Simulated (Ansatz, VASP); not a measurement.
Ti in VASP and in Ansatz

INCAR

```
SYSTEM = Ti
PREC = Accurate
ENCUT = 520
EDIFF = 1E-7
ISMEAR = 0
SIGMA = 0.1
LREAL = .False.
LASPH = .True.
NELM = 80
ALGO = Normal
ISIF = 2
LWAVE = .False.
LCHARG = .False.
LDIPOL = .True.
IDIPOL = 3
DIPOL = 0.5 0.5 0.500
GGA = PE
NBANDS = 38
```

Contents of KPOINTS:

```
regular mesh
0
Gamma
  12 12 1
  0 0 0
```

File POSCAR:

```
Ti
1.0
    2.9076478655      0.0000000000      0.0000000000
    0.0000000000      2.9076478655      0.0000000000
    0.0000000000      0.0000000000     23.2240700919
Ti
5
Direct
    0.5000000000      0.5000000000      0.3229408097
    0.0000000000      0.0000000000      0.4114704048
    0.5000000000      0.5000000000      0.5000000000
    0.0000000000      0.0000000000      0.5885295952
    0.5000000000      0.5000000000      0.6770591903
```

Input for Ansatz:

```yaml
crystal:
  lattice:
    - [2.9076478655, 0.0, 0.0]
    - [0.0, 2.9076478655, 0.0]
    - [0.0, 0.0, 23.2240700919]
  atoms:
    - { symbol: Ti, position: [0.5, 0.5, 0.3229408097] }
    - { symbol: Ti, position: [0.0, 0.0, 0.4114704048] }
    - { symbol: Ti, position: [0.5, 0.5, 0.5] }
    - { symbol: Ti, position: [0.0, 0.0, 0.5885295952] }
    - { symbol: Ti, position: [0.5, 0.5, 0.6770591903] }
basis:
  ecutwfc: 420
kpoints:
  mp_grid: { grid: [12, 12, 1] }
hamiltonian:
  xc: pbe
scf:
  occupations: { method: gaussian, width: 0.1 }
output:
  forces: true
  stress: true
  eigenvalues: true
  write_density: true
  write_potential: true
  elf: true
  volumetric_format: npy
efield:
  axis: 3
  dipole_correction: true
  ramp_width: 0.04
```

Alike in both runs: task single point; functional PBE; k mesh 12 × 12 × 1; occupations gaussian, width 0.1 eV; no spin polarisation.

```csv
,VASP,Ansatz
version,VASP 6.6.1,Ansatz 0.2.0
potentials or method,"VASP PAW PBE potentials, release 64 (Ti_sv), cutoff 520 eV","scalar-relativistic, plane waves, PAW"
valence electrons in the cell,60,60
```

VASP gave:

* gap on the k mesh at the Fermi level (eV): none
* rms of the force components (eV/Å): 0.405

Q: Estimate Ansatz's values.

A: gap on the k mesh at the Fermi level (eV): none; rms of the force components (eV/Å): 0.403.

Atom by atom the forces differ by 0.004 eV/Å (rms over components). A gap of «none» marks a metal or a gap that the smearing closes. Ansatz's warnings: xc potential rough in thin density.
